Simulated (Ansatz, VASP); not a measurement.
# One calculation of WSe2, two programs

```
W Se
1.0
     3.27902    0.00000    0.00000
    -1.63951    2.83972    0.00000
     0.00000    0.00000   12.78790
W Se
2 4
Direct
  0.17576 0.86387 0.25000
  0.66667 0.33333 0.75000
  0.33333 0.66667 0.61829
  0.66667 0.33333 0.11829
  0.33333 0.66667 0.88171
  0.66667 0.33333 0.38171
```

Alike in both runs: task single point; functional PBE; dispersion D3(BJ); k mesh 9 × 9 × 2; occupations gaussian, width 0.05 eV; no spin polarisation.

|  | VASP | Ansatz |
| --- | --- | --- |
| version | VASP 6.6.1 | Ansatz 0.2.0 |
| potentials or method | VASP PAW PBE potentials, release 64 (W_sv, Se), cutoff 520 eV | scalar-relativistic, plane waves, PAW |
| valence electrons in the cell | 52 | 92 |

```csv
,VASP,Ansatz,Ansatz less VASP
gap on the k mesh at the Fermi level (eV),none,none,-
pressure (GPa),9.7,9.3,-0.35
"traceless stress, the component that is largest in VASP (GPa)",6.74,6.64,-0.101
rms of the force components (eV/Å),1.314,1.296,-0.0175
```

Atom by atom the forces differ by 0.024 eV/Å (rms over components). A gap of «none» marks a metal or a gap that the smearing closes. VASP's potentials hold 52 valence electrons a cell and Ansatz's 92, so a difference there can come from the potentials and not from the codes.

Spin-orbit coupling is off throughout.
